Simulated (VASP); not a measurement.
# Ag2O (Pn-3m) in VASP: further runs

Ag2O is run at these levels: PBE; tasks: electric field gradients, density of states.

Program: VASP 6.6.1. These are calculated values, not measurements. Logs are shortened: lines on timing, memory, paths and dates and some standing lists are left out, and cuts for length are marked.

## 1. The cell of the first run

Symmetry: Pn-3m, No. 224, cubic system. Conventional cell: a = 4.731 Å, b = 4.731 Å, c = 4.731 Å, α = 90.00°, β = 90.00°, γ = 90.00°. Ag (site symmetry -3m) has 2 O at 2.05 Å within 2.7 Å. O (site symmetry -43m) has 4 Ag at 2.05 Å within 2.7 Å.

## 2. Electric field gradients, PBE

INCAR reads:

```
SYSTEM = Ag2O
PREC = Accurate
ENCUT = 520
EDIFF = 1E-8
ISMEAR = -1
SIGMA = 0.02
LREAL = .FALSE.
LASPH = .TRUE.
NELM = 120
ALGO = Normal
ISIF = 2
LWAVE = .FALSE.
LCHARG = .FALSE.
GGA = PE
LEFG = .TRUE.
NBANDS = 37
GGA_COMPAT = .FALSE.
```

KPOINTS reads:

```
Automatic mesh
0
G
  5 5 5
  0 0 0
```

POSCAR reads:

```
Ag2O
1.0
    4.7306100000      0.0000000000      0.0000000000
    0.0000000000      4.7306100000      0.0000000000
    0.0000000000      0.0000000000      4.7306100000
Ag O
4 2
Direct
    0.7500000000      0.7500000000      0.7500000000
    0.7500000000      0.2500000000      0.2500000000
    0.2500000000      0.2500000000      0.7500000000
    0.2500000000      0.7500000000      0.2500000000
    0.0000000000      0.0000000000      0.0000000000
    0.5000000000      0.5000000000      0.5000000000
```

Potentials or basis: VASP PAW PBE potentials, release 64 (Ag, O).

Started as:

```
$ cat potpaw_PBE.64/Ag/POTCAR potpaw_PBE.64/O/POTCAR > POTCAR
$ mpirun -np 1 vasp_std > vasp.out
```

OUTCAR:

```text
SYSTEM = Ag2O
   PREC = Accurate
   ENCUT = 520
   EDIFF = 1E-8
   ISMEAR = -1
   LREAL = .FALSE.
   LASPH = .TRUE.
   NELM = 120
   ISIF = 2
   GGA = PE

 ion  position               nearest neighbor table
   1  0.750  0.750  0.750-   5 2.05   6 2.05   4 3.35   2 3.35   3 3.35   2 3.35   4 3.35   2 3.35
                             3 3.35   2 3.35   3 3.35   4 3.35   4 3.35   3 3.35
   2  0.750  0.250  0.250-   5 2.05   6 2.05   4 3.35   1 3.35   3 3.35   1 3.35   3 3.35   1 3.35
                             4 3.35   1 3.35   3 3.35   4 3.35   3 3.35   4 3.35
   3  0.250  0.250  0.750-   5 2.05   6 2.05   4 3.35   1 3.35   2 3.35   2 3.35   4 3.35   1 3.35
                             4 3.35   4 3.35   1 3.35   2 3.35   2 3.35   1 3.35
   4  0.250  0.750  0.250-   5 2.05   6 2.05   3 3.35   1 3.35   2 3.35   1 3.35   3 3.35   2 3.35
                             3 3.35   3 3.35   1 3.35   2 3.35   1 3.35   2 3.35
   5  0.000  0.000  0.000-   1 2.05   2 2.05   3 2.05   4 2.05
   6  0.500  0.500  0.500-   1 2.05   2 2.05   3 2.05   4 2.05

  LATTYP: Found a simple cubic cell.
 ALAT       =     4.7306100000

  Lattice vectors:

 A1 = (   4.7306100000,   0.0000000000,   0.0000000000)
 A2 = (   0.0000000000,   4.7306100000,   0.0000000000)
 A3 = (   0.0000000000,   0.0000000000,   4.7306100000)

Analysis of symmetry for initial positions (statically):
=====================================================================
 Subroutine PRICEL returns:
 Original cell was already a primitive cell.

 Routine SETGRP: Setting up the symmetry group for a
 simple cubic supercell.

 Subroutine GETGRP returns: Found 48 space group operations
 (whereof 24 operations were pure point group operations)
 out of a pool of 48 trial point group operations.

The static configuration has the point symmetry T_d .
 The point group associated with its full space group is O_h .

Analysis of symmetry for dynamics (positions and initial velocities):
=====================================================================
 Subroutine PRICEL returns:
 Original cell was already a primitive cell.

 Routine SETGRP: Setting up the symmetry group for a
 simple cubic supercell.

 Subroutine GETGRP returns: Found 48 space group operations
 (whereof 24 operations were pure point group operations)
 out of a pool of 48 trial point group operations.
[... 152 lines left out ...]
      1     -14.2400      2.00000
      2     -13.5630      2.00000
      3      -2.2141      2.00000
      4      -2.2141      2.00000
      5      -2.2141      2.00000
      6       0.0033      2.00000
[... 389 lines left out ...]
     36      11.6320      0.00000
     37      16.7447      0.00000

------------------------ aborting loop because EDIFF is reached ----------------------------------------

  FORCE on cell =-STRESS in cart. coord.  units (eV):
  Direction    XX          YY          ZZ          XY          YZ          ZX
  --------------------------------------------------------------------------------------
  -------------------------------------------------------------------------------------
  Total        2.6583229      2.6583229      2.6583229     -0.0000000      0.0000000      0.0000000
  in kB       40.2315604     40.2315604     40.2315604     -0.0000000      0.0000000      0.0000000
  external PRESSURE =      40.2315604 kB  Pullay stress =       0.0000000 kB

 VOLUME and BASIS-vectors are now :
 -----------------------------------------------------------------------------
  energy-cutoff  :      520.00
  volume of cell :      105.86
      direct lattice vectors                 reciprocal lattice vectors
     4.730610000  0.000000000  0.000000000     0.211389229  0.000000000  0.000000000
     0.000000000  4.730610000  0.000000000     0.000000000  0.211389229  0.000000000
     0.000000000  0.000000000  4.730610000     0.000000000  0.000000000  0.211389229

 POSITION                                       TOTAL-FORCE (eV/Angst)
 -----------------------------------------------------------------------------------
      3.54796      3.54796      3.54796        -0.000000      0.000000      0.000000
      3.54796      1.18265      1.18265         0.000000     -0.000000      0.000000
      1.18265      1.18265      3.54796         0.000000      0.000000     -0.000000
      1.18265      3.54796      1.18265         0.000000     -0.000000     -0.000000
      0.00000      0.00000      0.00000        -0.000000      0.000000      0.000000
      2.36531      2.36531      2.36531        -0.000000      0.000000      0.000000
 -----------------------------------------------------------------------------------
    total drift:                                0.000000     -0.000000      0.000000

  FREE ENERGIE OF THE ION-ELECTRON SYSTEM (eV)
  ---------------------------------------------------
  free  energy   TOTEN  =       -21.3924416128 eV

  energy  without entropy=      -21.3917409428  energy(sigma->0) =      -21.39209128

 Electric field gradients (V/A^2)
---------------------------------------------------------------------
 ion       V_xx      V_yy      V_zz      V_xy      V_xz      V_yz
---------------------------------------------------------------------
   1       0.000     0.000     0.000   -89.011   -89.011   -89.011
   2       0.000     0.000     0.000    89.011    89.011   -89.011
   3       0.000     0.000     0.000   -89.011    89.011    89.011
   4       0.000     0.000     0.000    89.011   -89.011    89.011
   5      -0.000    -0.000    -0.000    -0.000     0.000    -0.000
   6      -0.000    -0.000    -0.000    -0.000    -0.000    -0.000
---------------------------------------------------------------------

 Electric field gradients after diagonalization (V/A^2)
 (convention: |V_zz| > |V_xx| > |V_yy|)
----------------------------------------------------------------------
 ion       V_xx      V_yy      V_zz     asymmetry (V_yy - V_xx)/ V_zz
----------------------------------------------------------------------
   1      89.011    89.011  -178.022       0.000
   2      89.011    89.011  -178.022       0.000
   3      89.011    89.011  -178.022       0.000
   4      89.011    89.011  -178.022       0.000
   5      -0.000    -0.000    -0.000      -0.164
   6      -0.000    -0.000    -0.000      -0.175
----------------------------------------------------------------------

           NMR quadrupolar parameters

 Cq : quadrupolar parameter    Cq=e*Q*V_zz/h
 eta: asymmetry parameters     (V_yy - V_xx)/ V_zz
 Q  : nuclear electric quadrupole moment in mb (millibarn)
----------------------------------------------------------------------
 ion       Cq(MHz)       eta       Q (mb)
----------------------------------------------------------------------
   1      -0.430       0.000       1.000
   2      -0.430       0.000       1.000
   3      -0.430       0.000       1.000
   4      -0.430       0.000       1.000
   5      -0.000      -0.164       1.000
   6      -0.000      -0.175       1.000
----------------------------------------------------------------------
```

stdout:

```text
POSCAR found type information on POSCAR AgO
 POSCAR found :  2 types and       6 ions
 scaLAPACK will be used
 LDA part: xc-table for (Slater+PW92), standard interpolation
 POSCAR, INCAR and KPOINTS ok, starting setup
 FFT: planning ... GRIDC
 FFT: planning ... GRID_SOFT
 FFT: planning ... GRID
 WAVECAR not read
 entering main loop
ion   1

ion   2

ion   3

ion   4

ion   5

ion   6
```

Run time: 38 s. Hardware: 1 thread of Intel Xeon Platinum 8259CL at 2.50GHz (Skylake/Cascade Lake), shared host; peak memory 0.21 GiB.

Results:

```
Free energy : -21.3924 eV
Pressure    : 4.0 GPa
```

Electric field gradients, principal values (V/Å²):
```tsv
atom	least	middle	greatest (by size)
1 Ag	89.011	89.011	-178.022
2 Ag	89.011	89.011	-178.022
3 Ag	89.011	89.011	-178.022
4 Ag	89.011	89.011	-178.022
5 O	0.000	0.000	0.000
6 O	0.000	0.000	0.000
```

Caveat: without QUAD_EFG the Cq values of the log hold for a quadrupole moment of 1 mb, not for the nuclei.

## 3. Density of states, PBE

POSCAR is that of step 2.

INCAR.step1 reads:

```
SYSTEM = Ag2O
PREC = Accurate ; ENCUT = 520
EDIFF = 1E-6 ; ISMEAR = -1
SIGMA = 0.02 ; LREAL = .FALSE.
LASPH = .TRUE. ; NELM = 120
ALGO = Normal ; ISIF = 2
LWAVE = .FALSE. ; LCHARG = .TRUE.
LMAXMIX = 4 ; GGA = PE
NBANDS = 37 ; GGA_COMPAT = .FALSE.
NEDOS = 2001 ; LORBIT = 11
```

KPOINTS.step1 reads:

```
Automatic mesh
0
G
  5 5 5
  0 0 0
```

INCAR.step2 reads:

```
SYSTEM = Ag2O
PREC = Accurate ; ENCUT = 520
EDIFF = 1E-6 ; ISMEAR = -5
SIGMA = 0.02 ; LREAL = .FALSE.
LASPH = .TRUE. ; NELM = 120
ALGO = Normal ; ISIF = 2
LWAVE = .FALSE. ; LCHARG = .FALSE.
LMAXMIX = 4 ; GGA = PE
LORBIT = 11 ; NEDOS = 1001
ICHARG = 11 ; GGA_COMPAT = .FALSE.
```

KPOINTS.step2 reads:

```
Automatic mesh
0
G
  8 8 8
  0 0 0
```

Potentials or basis: VASP PAW PBE potentials, release 64 (Ag, O).

Started as:

```
$ cat potpaw_PBE.64/Ag/POTCAR potpaw_PBE.64/O/POTCAR > POTCAR
$ cp INCAR.step1 INCAR
$ cp KPOINTS.step1 KPOINTS
$ mpirun -np 1 vasp_std > vasp.out
$ cp INCAR.step2 INCAR
$ cp KPOINTS.step2 KPOINTS
$ mpirun -np 1 vasp_std > vasp.out
```

It took 88 s on 1 thread of Intel Xeon Platinum 8259CL at 2.50GHz (Skylake/Cascade Lake), shared host; peak memory 0.25 GiB.

The run converged. Its results:

```yaml
Valence_electrons_inside_the_program's_atomic_spheres: Ag 9.84; O 4.96
```

Levels at points of the mesh, in eV from the valence-band top:
```tsv
k point	band 24	band 25	band 26	band 27	band 28	band 29	band 30	band 31	band 32	band 33
(0.00, 0.00, 0.00)	-2.64	-2.64	0.00	0.00	0.00	0.02	2.05	2.05	7.26	7.26
(0.50, 0.00, 0.00)	-2.62	-1.61	-1.61	-0.47	-0.47	2.08	2.08	4.75	4.75	6.93
(0.50, 0.50, 0.00)	-1.98	-1.62	-1.62	-0.82	-0.82	2.11	2.11	3.74	3.74	6.79
(0.50, 0.50, 0.50)	-2.72	-1.75	-0.69	-0.69	-0.69	2.59	2.59	2.59	4.87	4.87
```
